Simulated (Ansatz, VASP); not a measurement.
TiSi2: VASP beside Ansatz

```
CELL_PARAMETERS angstrom
0.00000 4.13518 4.27960
2.40387 0.00000 4.27960
2.40387 4.13518 0.00000
ATOMIC_POSITIONS crystal
Ti 0.75000 0.75000 0.75000
Ti 0.50000 0.50000 0.50000
Si 0.08682 0.41318 0.08682
Si 0.41318 0.08682 0.41318
Si 0.16318 0.83682 0.16318
Si 0.83682 0.16318 0.83682
```

Alike in both runs: task single point; functional PBE; k mesh 10 × 10 × 10; occupations gaussian, width 0.15 eV; no spin polarisation.

|  | VASP | Ansatz |
| --- | --- | --- |
| version | VASP 6.6.1 | Ansatz 0.2.0 |
| potentials or method | VASP PAW PBE potentials, release 64 (Ti_sv, Si), cutoff 520 eV | scalar-relativistic, plane waves, PAW |
| valence electrons in the cell | 40 | 40 |

```tsv
	VASP	Ansatz	Ansatz less VASP
gap on the k mesh at the Fermi level (eV)	none	none	-
pressure (GPa)	0.0	0.0	+0.04
```

A gap of «none» marks a metal or a gap that the smearing closes.
